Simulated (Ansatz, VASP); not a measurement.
**One calculation of CaSe, two programs**

File POSCAR:

```
CaSe
1.0
    5.0056779906      0.0000000000      0.0000000000
   -2.5028389953      4.3350443030      0.0000000000
    0.0000000000      0.0000000000      5.8755389763
Ca Se
2 2
Direct
    0.3333333333      0.6666666667      0.2500000000
    0.6666666667      0.3333333333      0.7500000000
    0.6666666667      0.3333333333      0.2500000000
    0.3333333333      0.6666666667      0.7500000000
```

The input INCAR.step1:

```
PREC = Accurate
ENCUT = 550
ISMEAR = 0
SIGMA = 0.01
LREAL = F
LASPH = T
NELM = 120
NBANDS = 24
GGA = PE
ALGO = Normal
EDIFF = 1E-5
LWAVE = T
LCHARG = F
GGA_COMPAT = F
```

File INCAR.step2:

```
PREC = Accurate
ENCUT = 550
EDIFF = 1E-6
ISMEAR = 0
SIGMA = 0.01
LREAL = F
LASPH = T
NELM = 120
ALGO = Normal
ISIF = 2
LWAVE = F
LCHARG = F
METAGGA = R2SCAN
LMIXTAU = T
NBANDS = 24
ISTART = 1
GGA_COMPAT = F
```

Contents of KPOINTS:

```
regular mesh
0
Gamma
  6 6 4
```

Input for Ansatz:

```yaml
crystal:
  lattice:
    - [5.0056779906, 0.0, 0.0]
    - [-2.5028389953, 4.335044303, 0.0]
    - [0.0, 0.0, 5.8755389763]
  atoms:
    - { symbol: Ca, position: [0.3333333333, 0.6666666667, 0.25] }
    - { symbol: Ca, position: [0.6666666667, 0.3333333333, 0.75] }
    - { symbol: Se, position: [0.6666666667, 0.3333333333, 0.25] }
    - { symbol: Se, position: [0.3333333333, 0.6666666667, 0.75] }
kpoints:
  mp_grid: { grid: [6, 6, 4] }
hamiltonian:
  xc: r2scan
scf:
  occupations: { method: fixed }
output:
  optics:
    e_range: [0, 15]
    de: 0.05
    sigma: 0.1
    bands: { spectra_wanted_up_to: 15 }
```

Alike in both runs: task single point; functional r2SCAN; k mesh 6 × 6 × 4; no spin polarisation.

|  | VASP | Ansatz |
| --- | --- | --- |
| version | VASP 6.6.1 | Ansatz 0.2.0 |
| potentials or method | VASP PAW PBE potentials, release 64 (Ca_sv, Se) | plane waves, PAW |
| plane-wave cutoff (eV) | 550 | 500 |
| occupations | gaussian, width 0.01 eV | fixed |
| valence electrons in the cell | 32 | 52 |

```csv
,VASP,Ansatz,Ansatz less VASP
gap on the k mesh at the Fermi level (eV),2.89,2.89,+0.002
```

VASP's potentials were made for PBE, not for r2SCAN. VASP's potentials hold 32 valence electrons a cell and Ansatz's 52, so a difference there can come from the potentials and not from the codes.
